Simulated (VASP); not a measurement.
Write the native input for VASP 6.6.1 that does the following.

```yaml
Task: single point
Functional: PBEsol
Potentials_or_basis: VASP PAW PBE potentials, release 64 (Mo_sv, S)
Cutoff: 500 eV
k_mesh: 8 × 8 × 2
Occupations: gaussian, width 0.05 eV
Spin: collinear spin
Starting_moments: "[0.05, 0.05, 0.0, 0.0, 0.0, 0.0] μB"
Dipole_correction: no
Further_INCAR_settings: ALGO = Normal; EDIFF = 1e-06; NBANDS = 39
```

The structure of MoS2 lies in POSCAR:

```
MoS2
1.0
    3.1453793543      0.0000000000      0.0000000000
   -1.5726896771      2.7239784253      0.0000000000
    0.0000000000      0.0000000000     13.9631564773
Mo S
2 4
Direct
    0.3333333333      0.6666666667      0.2500000000
    0.6666666667      0.3333333333      0.7500000000
    0.3333333333      0.6666666667      0.6384174805
    0.6666666667      0.3333333333      0.1384174805
    0.3333333333      0.6666666667      0.8615825195
    0.6666666667      0.3333333333      0.3615825195
```

One way to write it, as run:

INCAR

```
SYSTEM = MoS2
PREC = Accurate ; ENCUT = 500
EDIFF = 1E-6 ; ISMEAR = 0
SIGMA = 0.05 ; LREAL = .False.
LASPH = .True. ; NELM = 200
ALGO = Normal ; ISIF = 2
LWAVE = .False. ; LCHARG = .False.
ISPIN = 2 ; MAGMOM = 0.05 0.05 0 0 0 0
LORBIT = 11 ; LMAXMIX = 4
GGA = PS ; NBANDS = 39
GGA_COMPAT = .False.
```

KPOINTS

```
Automatic mesh
0
Gamma
  8 8 2
  0 0 0
```

Potentials or basis: VASP PAW PBE potentials, release 64 (Mo_sv, S).

Run with:

```console
$ cat potpaw_PBE.64/Mo_sv/POTCAR potpaw_PBE.64/S/POTCAR > POTCAR
$ mpirun -np 1 vasp_std > vasp.out
```

Results of the run:

```yaml
Pressure: -0.4 GPa
Band_gap_on_the_k_mesh: 1.58 eV (least direct gap 2.08 eV)
Net_moment: 0.00 μB per cell
Valence_electrons_inside_the_program's_atomic_spheres: Mo 12.52; S 3.69
```

Caveat: the PAW data sets were made with another functional, which shifts forces and pressure a little; this functional lacks dispersion, which binds the layers, so the pressure and a relaxed spacing across them are unreliable.

Run time: 2.6 min on 1 thread of Intel(R) Xeon(R) 6975P-C (Granite Rapids) (shared host), peak memory 0.35 GiB.
